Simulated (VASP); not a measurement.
# VH2 (Fm-3m) in VASP: a series of runs, part 2 of 2

VASP 6.6.1. The steps go on from the part before.

## 5. Single point, PBEsol (volume scaled by 0.88)

INCAR

```
SYSTEM = VH2
PREC = Accurate
ENCUT = 520
EDIFF = 1E-6
ISMEAR = 0
SIGMA = 0.1
LREAL = .FALSE.
LASPH = .TRUE.
NELM = 100
ALGO = Normal
ISIF = 2
LWAVE = .FALSE.
LCHARG = .FALSE.
GGA = PS
NBANDS = 14
```

KPOINTS

```
Automatic mesh
0
G
  18 18 18
  0 0 0
```

POSCAR

```
VH2
1.0
    0.0000000000      1.9952317829      1.9952317829
    1.9952317829      0.0000000000      1.9952317829
    1.9952317829      1.9952317829      0.0000000000
V H
1 2
Direct
    0.0000000000      0.0000000000      0.0000000000
    0.2500000000      0.2500000000      0.2500000000
    0.7500000000      0.7500000000      0.7500000000
```

Potentials or basis: VASP PAW PBE potentials, release 64 (V_sv, H).

On the command line:

```sh
$ cat potpaw_PBE.64/V_sv/POTCAR potpaw_PBE.64/H/POTCAR > POTCAR
$ mpirun -np 1 vasp_std > vasp.out
```

OUTCAR:

```text
SYSTEM = VH2
   PREC = Accurate
   ENCUT = 520
   EDIFF = 1E-6
   ISMEAR = 0
   LREAL = .FALSE.
   LASPH = .TRUE.
   NELM = 100
   ISIF = 2
   GGA = PS

 ion  position               nearest neighbor table
   1  0.000  0.000  0.000-   2 1.73   3 1.73   3 1.73   3 1.73   3 1.73   2 1.73   2 1.73   2 1.73

   2  0.250  0.250  0.250-   1 1.73   1 1.73   1 1.73   1 1.73
   3  0.750  0.750  0.750-   1 1.73   1 1.73   1 1.73   1 1.73

  LATTYP: Found a face centered cubic cell.
 ALAT       =     3.9904635658

  Lattice vectors:

 A1 = (   0.0000000000,   1.9952317829,   1.9952317829)
 A2 = (   1.9952317829,   0.0000000000,   1.9952317829)
 A3 = (   1.9952317829,   1.9952317829,   0.0000000000)

Analysis of symmetry for initial positions (statically):
=====================================================================
 Subroutine PRICEL returns:
 Original cell was already a primitive cell.

 Routine SETGRP: Setting up the symmetry group for a
 face centered cubic supercell.

 Subroutine GETGRP returns: Found 48 space group operations
 (whereof 48 operations were pure point group operations)
 out of a pool of 48 trial point group operations.

The static configuration has the point symmetry O_h .

Analysis of symmetry for dynamics (positions and initial velocities):
=====================================================================
 Subroutine PRICEL returns:
 Original cell was already a primitive cell.

 Routine SETGRP: Setting up the symmetry group for a
 face centered cubic supercell.

 Subroutine GETGRP returns: Found 48 space group operations
 (whereof 48 operations were pure point group operations)
 out of a pool of 48 trial point group operations.

The dynamic configuration has the point symmetry O_h .

 Subroutine INISYM returns: Found 48 space group operations
 (whereof 48 operations are pure point group operations),
 and found     1 'primitive' translations

----------------------------------------------------------------------------------------

                                     Primitive cell

  volume of cell :      15.8858

  direct lattice vectors                    reciprocal lattice vectors
     0.000000000  1.995231783  1.995231783    -0.250597452  0.250597452  0.250597452
     1.995231783  0.000000000  1.995231783     0.250597452 -0.250597452  0.250597452
     1.995231783  1.995231783  0.000000000     0.250597452  0.250597452 -0.250597452

  length of vectors
     2.821683847  2.821683847  2.821683847     0.434047518  0.434047518  0.434047518

  position of ions in fractional coordinates (direct lattice)
     0.000000000  0.000000000  0.000000000
     0.250000000  0.250000000  0.250000000
     0.750000000  0.750000000  0.750000000

  ion indices of the primitive-cell ions
   primitive index   ion index
                 1           1
                 2           2
                 3           3

----------------------------------------------------------------------------------------

 KPOINTS: Automatic mesh

Automatic generation of k-mesh.
 Grid dimensions read from file:
 generate k-points for:   18   18   18

 Generating k-lattice:

  Cartesian coordinates                     Fractional coordinates (reciprocal lattice)
    -0.013922081  0.013922081  0.013922081     0.055555556  0.000000000  0.000000000
     0.013922081 -0.013922081  0.013922081     0.000000000  0.055555556  0.000000000
     0.013922081  0.013922081 -0.013922081     0.000000000  0.000000000  0.055555556

  Length of vectors
     0.024113751  0.024113751  0.024113751

  Shift w.r.t. Gamma in fractional coordinates (k-lattice)
     0.000000000  0.000000000  0.000000000

 Subroutine IBZKPT returns following result:
 ===========================================

 Found    195 irreducible k-points:

 Following reciprocal coordinates:
            Coordinates               Weight
  0.000000  0.000000  0.000000      1.000000
  0.055556  0.000000  0.000000      8.000000
  0.111111  0.000000  0.000000      8.000000
  0.166667  0.000000  0.000000      8.000000
  0.222222  0.000000  0.000000      8.000000
  0.277778  0.000000  0.000000      8.000000
[... 16 lines left out ...]
 -0.277778  0.055556  0.000000     24.000000
 -0.222222  0.055556  0.000000     24.000000
 [... further k-points ...]
   k-points           NKPTS =    195   k-points in BZ     NKDIM =    195   number of bands    NBANDS=     14
   number of dos      NEDOS =    301   number of ions     NIONS =      3
   total plane-waves  NPLWV =  13824
   dimension x,y,z NGX =    24 NGY =   24 NGZ =   24
   dimension x,y,z NGXF=    48 NGYF=   48 NGZF=   48
   ions per type =               1   2
   NGX,Y,Z   is equivalent  to a cutoff of  14.14, 14.14, 14.14 a.u.
   NGXF,Y,Z  is equivalent  to a cutoff of  28.28, 28.28, 28.28 a.u.
 SYSTEM =  VH2
   PREC   = accura    normal or accurate (medium, high low for compatibility)
   ISTART =      0    job   : 0-new  1-cont  2-samecut
   ICHARG =      2    charge: 1-file 2-atom 10-const
   ISPIN  =      1    spin polarized calculation?
   LNONCOLLINEAR =      F non collinear calculations
   LSORBIT =      F    spin-orbit coupling
   LASPH  =      T    aspherical Exc in radial PAW
   ENCUT  =  520.0 eV  38.22 Ry    6.18 a.u.   5.25  5.25  5.25*2*pi/ulx,y,z
   NELM   =    100;   NELMIN=  2; NELMDL= -5     # of ELM steps
   EDIFF  = 0.1E-05   stopping-criterion for ELM
   LREAL  =      F    real-space projection
[... 7 lines left out ...]
   TEBEG  =    0.0;   TEEND  =   0.0 temperature during run
   PSTRESS=    0.0 pullay stress
   NELECT =      15.0000    total number of electrons
   NUPDOWN=      -1.0000    fix difference up-down
   EMIN   =  10.00;   EMAX   =-10.00  energy-range for DOS
   EFERMI =   0.00;   METHOD = LEGACY
   ISMEAR =     0;   SIGMA  =   0.10  broadening in eV -4-tet -1-fermi 0-gaus
   EFERMI_NEDOS =   21; number of points for ismear=-14 and -15
   IALGO  =     38    algorithm
   IMIX   =      4    mixing-type and parameters
     AMIX     =   0.40;   BMIX     =  1.00
     AMIX_MAG =   1.60;   BMIX_MAG =  1.00
  volume/ion in A,a.u.               =       5.30        35.73
  Fermi-wavevector in a.u.,A,eV,Ry     =   1.606085  3.035061 35.096357  2.579509
  Thomas-Fermi vector in A             =   2.702329
   LORBIT       =      0    0 simple, 1 ext, 2 COOP (PROOUT), +10 PAW based schemes
   GGA     = PS    functional components
   LHFCALC =     F    Hartree Fock is set to
   AEXX    =    0.0000 exact exchange contribution
   IVDW    =     0    specifies the selected vdW correction
   LEPSILON=     F    determine dielectric tensor
   LRPA    =     F    only Hartree local field effects (RPA)
 non-spin polarized calculation
 Gauss-broadening in eV      SIGMA  =   0.10
  energy-cutoff  :      520.00
  volume of cell :       15.89
 maximum number of plane-waves:       444
 NGX is ok and might be reduce to    24
   NGX = 11   NGY = 11   NGZ = 11

 number of electron      14.9999994 magnetization

 Free energy of the ion-electron system (eV)
  ---------------------------------------------------
  ext. energy  EPLUGINS =         0.00000000
  ---------------------------------------------------
  free energy    TOTEN  =       -16.88906390 eV

  energy without entropy =      -16.88355801  energy(sigma->0) =      -16.88631096

 E-fermi :  10.3174     XC(G=0): -13.3448

 val. band max:       10.3134635100   @ k =  -0.3889   0.2778   0.1111
 cond. band min:      10.3517446690   @ k =   0.4444   0.2222   0.0000
 fundamental gap:      0.0382811591
 Fermi energy:        10.3174298863

 k-point     1 :       0.0000    0.0000    0.0000
  band No.  band energies     occupation
      1     -53.8728      2.00000
      2     -27.5435      2.00000
      3     -27.5435      2.00000
      4     -27.5435      2.00000
      5      -2.2278      2.00000
      6       9.1007      2.00000
      7       9.1007      2.00000
      8       9.1007      2.00000
      9      11.3082      0.00000
     10      11.3082      0.00000
     11      11.8200      0.00000
     12      27.9997      0.00000
     13      29.1941      0.00000
     14      29.1941      0.00000
[... 375 lines left out ...]
 k-point    24 :      -0.2222    0.0556    0.0000
  band No.  band energies     occupation
      1     -53.8151      2.00000
      2     -27.8749      2.00000
      3     -27.6043      2.00000
      4     -27.5767      2.00000
      5      -0.5033      2.00000
      6       5.6526      2.00000
      7       9.4567      2.00000
      8       9.5715      2.00000
      9      11.0136      0.00000
     10      11.5008      0.00000
     11      16.0665      0.00000
     12      21.6439      0.00000
     13      26.7513      0.00000
     14      27.7800      0.00000

 [... further k-points ...]
[... 5 lines left out ...]
  --------------------------------------------------------------------------------------
  -------------------------------------------------------------------------------------
  Total        3.1353791      3.1353791      3.1353791      0.0000000      0.0000000     -0.0000000
  in kB      316.2209044    316.2209044    316.2209044      0.0000000      0.0000000     -0.0000000
  external PRESSURE =     316.2209044 kB  Pullay stress =       0.0000000 kB

 VOLUME and BASIS-vectors are now :
 -----------------------------------------------------------------------------
  energy-cutoff  :      520.00
  volume of cell :       15.89
      direct lattice vectors                 reciprocal lattice vectors
     0.000000000  1.995231783  1.995231783    -0.250597452  0.250597452  0.250597452
     1.995231783  0.000000000  1.995231783     0.250597452 -0.250597452  0.250597452
     1.995231783  1.995231783  0.000000000     0.250597452  0.250597452 -0.250597452

 POSITION                                       TOTAL-FORCE (eV/Angst)
 -----------------------------------------------------------------------------------
      0.00000      0.00000      0.00000        -0.000000      0.000000     -0.000000
      0.99762      0.99762      0.99762        -0.000000     -0.000000     -0.000000
      2.99285      2.99285      2.99285         0.000000      0.000000      0.000000
 -----------------------------------------------------------------------------------
    total drift:                               -0.000000      0.000000      0.000000

  FREE ENERGIE OF THE ION-ELECTRON SYSTEM (eV)
  ---------------------------------------------------
  free  energy   TOTEN  =       -16.8890638990 eV

  energy  without entropy=      -16.8835580149  energy(sigma->0) =      -16.88631096
```

OSZICAR:

```text
N       E                     dE             d eps       ncg     rms          rms(c)
DAV:   1     0.104881709294E+03    0.10488E+03   -0.76885E+03  5466   0.116E+03
DAV:   2    -0.172848004709E+02   -0.12217E+03   -0.11709E+03  5826   0.338E+02
DAV:   3    -0.193697344324E+02   -0.20849E+01   -0.20782E+01  6006   0.492E+01
DAV:   4    -0.193780843319E+02   -0.83499E-02   -0.83497E-02  5910   0.338E+00
DAV:   5    -0.193781622094E+02   -0.77877E-04   -0.77880E-04  6024   0.308E-01    0.334E+01
DAV:   6    -0.169812658106E+02    0.23969E+01   -0.46270E+00  5526   0.362E+01    0.584E+00
DAV:   7    -0.169105645562E+02    0.70701E-01   -0.19567E-01  5598   0.450E+00    0.362E+00
DAV:   8    -0.168888967945E+02    0.21668E-01   -0.26130E-02  5850   0.191E+00    0.698E-01
DAV:   9    -0.168890853761E+02   -0.18858E-03   -0.65789E-04  5628   0.303E-01    0.245E-01
DAV:  10    -0.168890658104E+02    0.19566E-04   -0.45012E-05  5712   0.775E-02    0.100E-02
DAV:  11    -0.168890641034E+02    0.17069E-05   -0.83215E-07  4536   0.118E-02    0.951E-03
DAV:  12    -0.168890638990E+02    0.20445E-06   -0.14219E-07  2838   0.590E-03
   1 F= -.16889064E+02 E0= -.16886311E+02  d E =-.550588E-02
```

Wall time 31 s (1 thread of Intel Xeon Platinum 8375C at 2.90GHz (Ice Lake), shared host); peak memory 0.17 GiB.

Results:

```
Free energy : -16.8891 eV
Pressure    : 31.6 GPa
```

Levels at points of the mesh, in eV from the Fermi level:
```csv
k point,band 4,band 5,band 6,band 7,band 8,band 9,band 10,band 11,band 12,band 13
"(0.00, 0.00, 0.00)",-37.86,-12.55,-1.22,-1.22,-1.22,0.99,0.99,1.50,17.68,18.88
"(0.50, 0.00, 0.00)",-37.94,-8.87,-5.78,-1.08,-1.08,1.98,1.98,5.53,8.24,16.62
"(0.50, 0.50, 0.00)",-38.08,-7.47,-5.68,-4.49,2.11,2.14,2.14,8.63,9.18,9.18
```

Caveat: the PAW data sets were made with another functional, which shifts forces and pressure a little.

## 6. The runs side by side

| task | cell | k mesh | cutoff (eV) | gap on the mesh (eV) | pressure (GPa) |
| --- | --- | --- | --- | --- | --- |
| single point | a = 3.002 Å, angles 60.0°, 3 atoms | 18 × 18 × 18 | 520 | none | -9.8 |
| relaxation of cell and atoms | relaxed from a = 2.947 Å, angles 60.0°, 3 atoms | 18 × 18 × 18 | 600 | none | 0.0 |
| single point | a = 3.020 Å, angles 60.0°, 3 atoms | 16 × 16 × 16 | 520 | none | -12.4 |
| single point | a = 2.822 Å, angles 60.0°, 3 atoms | 18 × 18 × 18 | 520 | none | 31.6 |

Alike in all rows: level PBEsol; potentials or basis VASP PAW PBE potentials, release 64 (V_sv, H); no spin polarisation; smearing gaussian 0.1 eV.

Caveats: the PAW data sets were made with another functional, which shifts forces and pressure a little.

Absolute energies hang on the potentials; compare differences alone.
